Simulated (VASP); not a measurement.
Br, 3 atoms in the cell. The structure is cubic, space group Pm-3m (No. 221). The conventional cell has a = 4.678 Å, b = 4.678 Å, c = 4.678 Å, α = 90.00°, β = 90.00°, γ = 90.00°. Br (site symmetry 4/mmm) has 8 Br at 3.31 Å within 4.4 Å. 

- Program: VASP 6.6.1
- Task: single point
- Functional: r2SCAN
- Potentials or basis: VASP PAW PBE potentials, release 64 (Br)
- Cutoff: 520 eV
- k mesh: 5 × 5 × 5
- Occupations: gaussian, width 0.15 eV
- Spin: no spin polarisation
- Dipole correction: no
- Further INCAR settings: ALGO = Normal; EDIFF = 1e-06; NBANDS = 18

Potentials or basis: VASP PAW PBE potentials, release 64 (Br).

Launch:

```console
$ cat potpaw_PBE.64/Br/POTCAR > POTCAR
$ cp INCAR.step1 INCAR
$ mpirun -np 1 vasp_std > vasp.out
$ cp INCAR.step2 INCAR
$ mpirun -np 1 vasp_std > vasp.out
```

Hardware: 1 thread of Intel(R) Xeon(R) Platinum 8488C (Sapphire Rapids) (shared host).

Problem. How long does it take, and how much memory?

Solution. Run time: 48 s on 1 thread of Intel(R) Xeon(R) Platinum 8488C (Sapphire Rapids), on a shared host, peak memory 0.21 GiB. Counts: k points 10.
